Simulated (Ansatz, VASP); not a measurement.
**KF in VASP and in Ansatz**

```
K F
1.0
     0.00000    2.88374    2.93540
     2.88374    0.00000    2.93540
     2.88374    2.88374    0.00000
K F
1 1
Direct
  0.00000 0.00000 0.00000
  0.25000 0.25000 0.25000
```

Change from the starting cell: biaxial_xy strain -1.8%.

Alike in both runs: task single point; functional r2SCAN; k mesh 8 × 8 × 8; no spin polarisation.

|  | VASP | Ansatz |
| --- | --- | --- |
| version | VASP 6.6.1 | Ansatz 0.2.0 |
| potentials or method | VASP PAW PBE potentials, release 64 (K_sv, F) | plane waves, PAW |
| plane-wave cutoff (eV) | 520 | 500 |
| occupations | gaussian, width 0.01 eV | fixed |
| valence electrons in the cell | 16 | 16 |

|  | VASP | Ansatz | Ansatz less VASP |
| --- | --- | --- | --- |
| gap on the k mesh at the Fermi level (eV) | 5.83 | 5.83 | +0.005 |
| pressure (GPa) | 0.9 | 0.9 | -0.02 |

VASP's potentials were made for PBE, not for r2SCAN.
